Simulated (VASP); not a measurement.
# NaC2 (Pmmn) in VASP: single point with PBE

Aim: the single point of NaC2 with PBE.

All numbers are computed with VASP 6.6.1; they aren't measurements. Logs are shortened: lines on timing, memory, paths and dates and some standing lists are left out, and cuts for length are marked.

## Step 1: The cell of the first run

It takes space group Pmmn (No. 59, orthorhombic). The conventional cell has a = 2.542 Å, b = 4.291 Å, c = 8.118 Å, α = 90.00°, β = 90.00°, γ = 90.00°. Na (site symmetry mm2) has 2 Na at 2.54 Å and 6 C at 2.88 to 3.40 Å within 3.4 Å. C (site symmetry m) has 3 C at 1.42 to 1.46 Å within 1.9 Å.

## Step 2: Single point, PBE

Input file INCAR:

```
SYSTEM = NaC2
PREC = Accurate
ENCUT = 520
EDIFF = 1E-7
ISMEAR = 0
SIGMA = 0.1
LREAL = .FALSE.
LASPH = .TRUE.
NELM = 80
ALGO = Normal
ISIF = 2
LWAVE = .FALSE.
LCHARG = .FALSE.
GGA = PE
NBANDS = 24
```

Input file KPOINTS:

```
Automatic mesh
0
G
  6 4 4
  0 0 0
```

Input file POSCAR:

```
NaC2
1.0
    2.5417922336      0.0000000000      0.0000000000
    0.0000000000      4.2905463691      0.0000000000
    0.0000000000      0.0000000000      8.1175961084
Na C
2 4
Direct
    0.0000000000      0.0000000000      0.8445877468
    0.5000000000      0.5000000000      0.1554122532
    0.0000000000      0.8343969630      0.5011241374
    0.0000000000      0.1656030370      0.5011241374
    0.5000000000      0.3343969630      0.4988758626
    0.5000000000      0.6656030370      0.4988758626
```

Potentials or basis: VASP PAW PBE potentials, release 64 (Na_pv, C).

Started as:

```console
cat potpaw_PBE.64/Na_pv/POTCAR potpaw_PBE.64/C/POTCAR > POTCAR
mpirun -np 1 vasp_std > vasp.out
```

OUTCAR:

```text
SYSTEM = NaC2
   PREC = Accurate
   ENCUT = 520
   EDIFF = 1E-7
   ISMEAR = 0
   LREAL = .FALSE.
   LASPH = .TRUE.
   NELM = 80
   ISIF = 2
   GGA = PE

 ion  position               nearest neighbor table
   1  0.000  0.000  0.845-
   2  0.500  0.500  0.155-
   3  0.000  0.834  0.501-   4 1.42   6 1.46   6 1.46
   4  0.000  0.166  0.501-   3 1.42   5 1.46   5 1.46
   5  0.500  0.334  0.499-   6 1.42   4 1.46   4 1.46
   6  0.500  0.666  0.499-   5 1.42   3 1.46   3 1.46

  LATTYP: Found a simple orthorhombic cell.
 ALAT       =     2.5417922336
 B/A-ratio  =     1.6880004244
 C/A-ratio  =     3.1936505278

  Lattice vectors:

 A1 = (   2.5417922336,   0.0000000000,   0.0000000000)
 A2 = (   0.0000000000,   4.2905463691,   0.0000000000)
 A3 = (   0.0000000000,   0.0000000000,   8.1175961084)

Analysis of symmetry for initial positions (statically):
=====================================================================
 Subroutine PRICEL returns:
 Original cell was already a primitive cell.

 Routine SETGRP: Setting up the symmetry group for a
 simple orthorhombic supercell.

 Subroutine GETGRP returns: Found  8 space group operations
 (whereof  4 operations were pure point group operations)
 out of a pool of  8 trial point group operations.

The static configuration has the point symmetry C_2v.
 The point group associated with its full space group is D_2h.

Analysis of symmetry for dynamics (positions and initial velocities):
=====================================================================
 Subroutine PRICEL returns:
 Original cell was already a primitive cell.

 Routine SETGRP: Setting up the symmetry group for a
 simple orthorhombic supercell.

 Subroutine GETGRP returns: Found  8 space group operations
 (whereof  4 operations were pure point group operations)
 out of a pool of  8 trial point group operations.

The dynamic configuration has the point symmetry C_2v.
 The point group associated with its full space group is D_2h.

 Subroutine INISYM returns: Found  8 space group operations
 (whereof  4 operations are pure point group operations),
 and found     1 'primitive' translations

----------------------------------------------------------------------------------------

                                     Primitive cell

  volume of cell :      88.5279

  direct lattice vectors                    reciprocal lattice vectors
     2.541792234  0.000000000  0.000000000     0.393423187  0.000000000  0.000000000
     0.000000000  4.290546369  0.000000000     0.000000000  0.233070550  0.000000000
     0.000000000  0.000000000  8.117596108     0.000000000  0.000000000  0.123189179

  length of vectors
     2.541792234  4.290546369  8.117596108     0.393423187  0.233070550  0.123189179

  position of ions in fractional coordinates (direct lattice)
     0.000000000  0.000000000  0.844587747
     0.500000000  0.500000000  0.155412253
     0.000000000  0.834396963  0.501124137
     0.000000000  0.165603037  0.501124137
     0.500000000  0.334396963  0.498875863
     0.500000000  0.665603037  0.498875863

  ion indices of the primitive-cell ions
   primitive index   ion index
                 1           1
                 2           2
                 3           3
                 4           4
                 5           5
                 6           6

----------------------------------------------------------------------------------------

 KPOINTS: Automatic mesh

Automatic generation of k-mesh.
 Grid dimensions read from file:
 generate k-points for:    6    4    4

 Generating k-lattice:

  Cartesian coordinates                     Fractional coordinates (reciprocal lattice)
     0.065570531  0.000000000  0.000000000     0.166666667  0.000000000  0.000000000
     0.000000000  0.058267637  0.000000000     0.000000000  0.250000000  0.000000000
     0.000000000  0.000000000  0.030797295     0.000000000  0.000000000  0.250000000

  Length of vectors
     0.065570531  0.058267637  0.030797295

  Shift w.r.t. Gamma in fractional coordinates (k-lattice)
     0.000000000  0.000000000  0.000000000

 Subroutine IBZKPT returns following result:
 ===========================================

 Found     36 irreducible k-points:

 Following reciprocal coordinates:
            Coordinates               Weight
  0.000000  0.000000  0.000000      1.000000
  0.166667  0.000000  0.000000      2.000000
  0.333333  0.000000  0.000000      2.000000
  0.500000  0.000000  0.000000      1.000000
  0.000000  0.250000  0.000000      2.000000
  0.166667  0.250000  0.000000      4.000000
[... 16 lines left out ...]
  0.333333  0.500000  0.250000      4.000000
  0.500000  0.500000  0.250000      2.000000
 [... further k-points ...]
   k-points           NKPTS =     36   k-points in BZ     NKDIM =     36   number of bands    NBANDS=     24
   number of dos      NEDOS =    301   number of ions     NIONS =      6
   total plane-waves  NPLWV =  38400
   dimension x,y,z NGX =    20 NGY =   32 NGZ =   60
   dimension x,y,z NGXF=    40 NGYF=   64 NGZF=  120
   ions per type =               2   4
   NGX,Y,Z   is equivalent  to a cutoff of  13.08, 12.40, 12.29 a.u.
   NGXF,Y,Z  is equivalent  to a cutoff of  26.16, 24.80, 24.58 a.u.
 SYSTEM =  NaC2
   PREC   = accura    normal or accurate (medium, high low for compatibility)
   ISTART =      0    job   : 0-new  1-cont  2-samecut
   ICHARG =      2    charge: 1-file 2-atom 10-const
   ISPIN  =      1    spin polarized calculation?
   LNONCOLLINEAR =      F non collinear calculations
   LSORBIT =      F    spin-orbit coupling
   LASPH  =      T    aspherical Exc in radial PAW
   ENCUT  =  520.0 eV  38.22 Ry    6.18 a.u.   4.73  7.98 15.09*2*pi/ulx,y,z
   NELM   =     80;   NELMIN=  2; NELMDL= -5     # of ELM steps
   EDIFF  = 0.1E-06   stopping-criterion for ELM
   LREAL  =      F    real-space projection
   EDIFFG = 0.1E-05   stopping-criterion for IOM
   NSW    =      0    number of steps for IOM
   IBRION =     -1    ionic relax: 0-MD 1-quasi-New 2-CG
   NFREE  =      0    steps in history (QN), initial steepest desc. (CG)
   ISIF   =      2    stress and relaxation
   ISYM   =      2    0-nonsym 1-usesym 2-fastsym
   POTIM  = 0.5000    time-step for ionic-motion
   TEBEG  =    0.0;   TEEND  =   0.0 temperature during run
   PSTRESS=    0.0 pullay stress
   NELECT =      30.0000    total number of electrons
   NUPDOWN=      -1.0000    fix difference up-down
   EMIN   =  10.00;   EMAX   =-10.00  energy-range for DOS
   EFERMI =   0.00;   METHOD = LEGACY
   ISMEAR =     0;   SIGMA  =   0.10  broadening in eV -4-tet -1-fermi 0-gaus
   EFERMI_NEDOS =   21; number of points for ismear=-14 and -15
   IALGO  =     38    algorithm
   IMIX   =      4    mixing-type and parameters
     AMIX     =   0.40;   BMIX     =  1.00
     AMIX_MAG =   1.60;   BMIX_MAG =  1.00
  volume/ion in A,a.u.               =      14.75        99.57
  Fermi-wavevector in a.u.,A,eV,Ry     =   1.141358  2.156854 17.724283  1.302698
  Thomas-Fermi vector in A             =   2.278058
   LORBIT       =      0    0 simple, 1 ext, 2 COOP (PROOUT), +10 PAW based schemes
   GGA     = PE    functional components
   LHFCALC =     F    Hartree Fock is set to
   AEXX    =    0.0000 exact exchange contribution
   IVDW    =     0    specifies the selected vdW correction
   LEPSILON=     F    determine dielectric tensor
   LRPA    =     F    only Hartree local field effects (RPA)
 non-spin polarized calculation
 Gauss-broadening in eV      SIGMA  =   0.10
  energy-cutoff  :      520.00
  volume of cell :       88.53
 maximum number of plane-waves:      2410
 NGX is ok and might be reduce to    20
   NGX =  9   NGY = 15   NGZ = 31

 number of electron      29.9999990 magnetization

 Free energy of the ion-electron system (eV)
  ---------------------------------------------------
  ext. energy  EPLUGINS =         0.00000000
  ---------------------------------------------------
  free energy    TOTEN  =       -38.40591438 eV

  energy without entropy =      -38.39566765  energy(sigma->0) =      -38.40079101

 E-fermi :   3.4695     XC(G=0):  -8.5185

 val. band max:        3.4507434669   @ k =   0.3333   0.2500   0.0000
 cond. band min:       3.5069988170   @ k =   0.5000   0.5000   0.5000
 fundamental gap:      0.0562553501
 Fermi energy:         3.4694601196

 k-point     1 :       0.0000    0.0000    0.0000
  band No.  band energies     occupation
      1     -22.1837      2.00000
      2     -22.1780      2.00000
      3     -22.1591      2.00000
      4     -22.1539      2.00000
      5     -22.0385      2.00000
      6     -22.0356      2.00000
[... 16 lines left out ...]
     23      10.5948      0.00000
     24      11.1833      0.00000

 k-point     2 :       0.1667    0.0000    0.0000
  band No.  band energies     occupation
      1     -22.1767      2.00000
      2     -22.1754      2.00000
      3     -22.1613      2.00000
      4     -22.1584      2.00000
      5     -22.1422      2.00000
      6     -22.1364      2.00000
[... 16 lines left out ...]
     23      11.4107      0.00000
     24      11.4768      0.00000

 k-point     3 :       0.3333    0.0000    0.0000
  band No.  band energies     occupation
      1     -22.4449      2.00000
      2     -22.4444      2.00000
      3     -22.1190      2.00000
      4     -22.1183      2.00000
      5     -22.1090      2.00000
      6     -22.1045      2.00000
[... 16 lines left out ...]
     23      11.8380      0.00000
     24      11.8678      0.00000

 k-point     4 :       0.5000    0.0000    0.0000
  band No.  band energies     occupation
      1     -22.5763      2.00000
      2     -22.5763      2.00000
      3     -22.0952      2.00000
      4     -22.0952      2.00000
      5     -22.0928      2.00000
      6     -22.0928      2.00000
[... 16 lines left out ...]
     23      12.4393      0.00000
     24      12.4393      0.00000

 k-point     5 :       0.0000    0.2500    0.0000
  band No.  band energies     occupation
      1     -22.1843      2.00000
      2     -22.1821      2.00000
      3     -22.1590      2.00000
      4     -22.1535      2.00000
      5     -22.0381      2.00000
      6     -22.0360      2.00000
[... 16 lines left out ...]
     23      10.2341      0.00000
     24      11.3796      0.00000

 k-point     6 :       0.1667    0.2500    0.0000
  band No.  band energies     occupation
      1     -22.1762      2.00000
      2     -22.1756      2.00000
      3     -22.1621      2.00000
      4     -22.1619      2.00000
      5     -22.1419      2.00000
      6     -22.1363      2.00000
[... 16 lines left out ...]
     23      10.5765      0.00000
     24      11.1679      0.00000
[... 379 lines left out ...]
 k-point    21 :       0.0000    0.5000    0.2500
  band No.  band energies     occupation
      1     -22.1859      2.00000
      2     -22.1859      2.00000
      3     -22.1557      2.00000
      4     -22.1557      2.00000
      5     -22.0370      2.00000
      6     -22.0370      2.00000
[... 16 lines left out ...]
     23       9.4264      0.00000
     24       9.4264      0.00000

 k-point    22 :       0.1667    0.5000    0.2500
  band No.  band energies     occupation
      1     -22.1758      2.00000
      2     -22.1758      2.00000
      3     -22.1643      2.00000
      4     -22.1643      2.00000
      5     -22.1387      2.00000
      6     -22.1387      2.00000
[... 16 lines left out ...]
     23      11.7108      0.00000
     24      11.7108      0.00000

 k-point    23 :       0.3333    0.5000    0.2500
  band No.  band energies     occupation
      1     -22.4441      2.00000
      2     -22.4441      2.00000
      3     -22.1221      2.00000
      4     -22.1221      2.00000
      5     -22.1065      2.00000
      6     -22.1065      2.00000
[... 16 lines left out ...]
     23      10.6366      0.00000
     24      10.6366      0.00000

 k-point    24 :       0.5000    0.5000    0.2500
  band No.  band energies     occupation
      1     -22.5756      2.00000
      2     -22.5756      2.00000
      3     -22.0982      2.00000
      4     -22.0982      2.00000
      5     -22.0926      2.00000
      6     -22.0926      2.00000
[... 16 lines left out ...]
     23      10.1557      0.00000
     24      10.1557      0.00000

 [... further k-points ...]

------------------------ aborting loop because EDIFF is reached ----------------------------------------

  FORCE on cell =-STRESS in cart. coord.  units (eV):
  Direction    XX          YY          ZZ          XY          YZ          ZX
  --------------------------------------------------------------------------------------
  -------------------------------------------------------------------------------------
  Total        0.1136127      0.1597294      0.0248711      0.0000000      0.0000000      0.0000000
  in kB        2.0561629      2.8907815      0.4501163      0.0000000      0.0000000      0.0000000
  external PRESSURE =       1.7990202 kB  Pullay stress =       0.0000000 kB

 VOLUME and BASIS-vectors are now :
 -----------------------------------------------------------------------------
  energy-cutoff  :      520.00
  volume of cell :       88.53
      direct lattice vectors                 reciprocal lattice vectors
     2.541792234  0.000000000  0.000000000     0.393423187  0.000000000  0.000000000
     0.000000000  4.290546369  0.000000000     0.000000000  0.233070550  0.000000000
     0.000000000  0.000000000  8.117596108     0.000000000  0.000000000  0.123189179

 POSITION                                       TOTAL-FORCE (eV/Angst)
 -----------------------------------------------------------------------------------
      0.00000      0.00000      6.85602        -0.000000      0.000000     -0.002192
      1.27090      2.14527      1.26157        -0.000000      0.000000      0.002192
      0.00000      3.58002      4.06792         0.000000      0.001162      0.007052
      0.00000      0.71053      4.06792         0.000000     -0.001162      0.007052
      1.27090      1.43475      4.04967        -0.000000      0.001162     -0.007052
      1.27090      2.85580      4.04967         0.000000     -0.001162     -0.007052
 -----------------------------------------------------------------------------------
    total drift:                               -0.000000      0.000000      0.000000

  FREE ENERGIE OF THE ION-ELECTRON SYSTEM (eV)
  ---------------------------------------------------
  free  energy   TOTEN  =       -38.4059143779 eV

  energy  without entropy=      -38.3956676507  energy(sigma->0) =      -38.40079101
```

It took 59 s on 1 thread of Intel Xeon Platinum 8488C (Sapphire Rapids), shared host; peak memory 0.21 GiB.

Results:

```
Free energy            : -38.4059 eV
Pressure               : 0.2 GPa
Largest force          : 0.007 eV/Å
Band gap on the k mesh : zero (band 15 reaches 5.01 eV, above the bottom of band 16 at 2.42 eV)
```

Forces in eV/Å, atoms in the order of the input:
```
Na   0.000  0.000 -0.002
Na   0.000  0.000  0.002
C    0.000  0.001  0.007
C    0.000 -0.001  0.007
C    0.000  0.001 -0.007
C    0.000 -0.001 -0.007
```

Stress tensor (GPa, compression positive):
```
0.21 0.00 0.00
0.00 0.29 0.00
0.00 0.00 0.05
```

Caveat: the k points lie up to 0.41 Å⁻¹ apart.
